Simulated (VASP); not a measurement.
Input of a VASP 6.6.1 run:

The input INCAR:

```
SYSTEM = W
PREC     = Accurate       ! precision mode
ENCUT    = 520            ! plane-wave cutoff, eV
EDIFF    = 1E-6           ! SCF threshold, eV
ISMEAR   = 0              ! smearing method
SIGMA    = 0.15           ! smearing width, eV
LREAL    = .FALSE.        ! projectors in reciprocal space
LASPH    = .TRUE.         ! aspherical terms in the spheres
NELM     = 100            ! most SCF steps
ALGO     = Fast           ! electronic algorithm
ISIF     = 2              ! what is computed and relaxed
LWAVE    = .FALSE.        ! write WAVECAR
LCHARG   = .FALSE.        ! write CHGCAR
NBANDS   = 13             ! bands
```

Contents of KPOINTS:

```
Automatic mesh
0
G
  22 22 22
  0 0 0
```

POSCAR

```
W
1.0
    0.0000000000      2.1911840537      1.5281317590
    2.1911840537      0.0000000000      1.5281317590
    2.1911840537      2.1911840537      0.0000000000
W
1
Direct
    0.0000000000      0.0000000000      0.0000000000
```

Potentials or basis: VASP PAW LDA potentials, release 64 (W_sv).

The run is started by

```console
$ cat potpaw_LDA.64/W_sv/POTCAR > POTCAR
$ mpirun -np 1 vasp_std > vasp.out
```

Task: What does it give for the pressure?

Result: 20.6 GPa.

Task: What does it give for the band gap on the k mesh?

Result: Zero (bands 7 and 8 overlap by 7.07 eV).

Stress tensor (GPa, compression positive):
```
18.88  0.00  0.00
 0.00 18.88  0.00
 0.00  0.00 23.95
```

Caveat: the stress differs along the axes, from 19 to 24 GPa; spin-orbit coupling is left out, which moves the levels of the heavy elements.
